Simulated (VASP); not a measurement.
Sc:

```
Sc
1.0
     3.28000    0.00000    0.00000
    -1.64000    2.84056    0.00000
     0.00000    0.00000    5.35624
Sc
2
Direct
  0.33333 0.66667 0.25000
  0.66667 0.33333 0.75000
```

* Program: VASP 6.6.1
* Task: relaxation of cell and atoms
* Functional: LDA
* Potentials or basis: VASP PAW LDA potentials, release 64 (Sc_sv)
* Cutoff: 600 eV
* k mesh: 7 × 7 × 4
* Occupations: fermi-dirac, width 0.05 eV
* Spin: no spin polarisation

At the start: pressure -5.2 GPa; volume 24.95 Å³/atom.

How do energy, volume and symmetry change on relaxing?

Over 5 steps the energy falls by 54.1 meV/atom and the volume is 22.54 Å³/atom (-9.7 %); space group P6_3/mmc (No. 194, to 0.05 Å).

Step by step:
| step | energy change (eV) | largest force (eV/Å) | pressure (GPa) | volume (Å³) |
| --- | --- | --- | --- | --- |
| 1 | 0.0000 | 0.0000 | -5.17 | 49.90 |
| 2 | -0.0992 | 0.0000 | 1.28 | 44.30 |
| 3 | -0.1007 | 0.0000 | 0.48 | 44.85 |
| 4 | -0.1073 | 0.0000 | 0.23 | 45.00 |
| 5 | -0.1082 | 0.0000 | 0.11 | 45.08 |

Final structure:
```xyz
2
Lattice="3.2318 0.0000 0.0000 -1.6159 2.7988 0.0000 0.0000 0.0000 4.9837" Properties=species:S:1:pos:R:3 pbc="T T T"
Sc    0.0000    1.8659    1.2459
Sc    1.6159    0.9329    3.7377
```
